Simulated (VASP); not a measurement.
Input of a VASP 6.6.1 run:

File INCAR:

```
SYSTEM = Be24H
PREC = Accurate
ENCUT = 520
EDIFF = 1E-7
ISMEAR = 0
SIGMA = 0.1
LREAL = Auto
LASPH = .TRUE.
NELM = 60
ALGO = Normal
ISIF = 2
LWAVE = .FALSE.
LCHARG = .FALSE.
LDIPOL = .TRUE.
IDIPOL = 3
DIPOL = 0.5 0.5 0.320
GGA = PE
NBANDS = 42
```

KPOINTS

```
regular mesh
0
G
  6 4 1
  0 0 0
```

Contents of POSCAR:

```
Be24H
1.0
    4.5254381414      0.0000000000      0.0000000000
    0.0000000000      7.1336190818      0.0000000000
    0.0000000000      0.0000000000     19.8685529777
Be H
24 1
Direct
    0.0000000000      0.3750000000      0.2013231665
    0.0000000000      0.8750000000      0.2013231665
    0.5000000000      0.3750000000      0.2013231665
    0.5000000000      0.8750000000      0.2013231665
    0.2500000000      0.1250000000      0.2341987732
    0.2500000000      0.6250000000      0.2341987732
    0.7500000000      0.1250000000      0.2341987732
    0.7500000000      0.6250000000      0.2341987732
    0.2500000000      0.3750000000      0.2999499865
    0.2500000000      0.8750000000      0.2999499865
    0.7500000000      0.3750000000      0.2999499865
    0.7500000000      0.8750000000      0.2999499865
    0.0000000000      0.1250000000      0.3268353583
    0.0000000000      0.6250000000      0.3268353583
    0.5000000000      0.1250000000      0.3268353583
    0.5000000000      0.6250000000      0.3268353583
    0.0000000000      0.3750000000      0.3993099146
    0.0000000000      0.8750000000      0.3993099146
    0.5000000000      0.3750000000      0.3993099146
    0.5000000000      0.8750000000      0.3993099146
    0.2500000000      0.1250000000      0.4211958962
    0.2500000000      0.6250000000      0.4211958962
    0.7500000000      0.1250000000      0.4211958962
    0.7500000000      0.6250000000      0.4211958962
    0.4166666667      0.1250000000      0.4803904506
```

Potentials or basis: VASP PAW PBE potentials, release 64 (Be, H).

Run with:

```sh
$ cat potpaw_PBE.64/Be/POTCAR potpaw_PBE.64/H/POTCAR > POTCAR
$ mpirun -np 1 vasp_std > vasp.out
```

**Question.** Estimate the largest force.

**Answer.** 0.840 eV/Å.

**Question.** What does it give for the band gap on the k mesh?

**Answer.** Zero (an odd number of electrons rules out a gap without spin polarisation).

Forces in eV/Å, atoms in the order of the input:
```
Be  -0.001 -0.048  0.552
Be  -0.001  0.048  0.552
Be   0.001  0.116  0.589
Be   0.001 -0.116  0.589
Be  -0.064  0.000 -0.639
Be  -0.001  0.000 -0.788
Be   0.050  0.000 -0.606
Be  -0.014  0.000 -0.802
Be  -0.060  0.084  0.130
Be  -0.060 -0.084  0.130
Be   0.073  0.077  0.080
Be   0.073 -0.077  0.080
Be   0.091  0.000  0.181
Be  -0.033  0.000  0.035
Be   0.001  0.000  0.132
Be   0.010  0.000 -0.121
Be  -0.117  0.236 -0.135
Be  -0.117 -0.236 -0.135
Be   0.023  0.344 -0.130
Be   0.023 -0.344 -0.130
Be   0.019  0.000 -0.119
Be   0.005  0.000 -0.023
Be  -0.677  0.000  0.498
Be   0.016  0.000  0.069
H    0.762  0.000  0.008
```
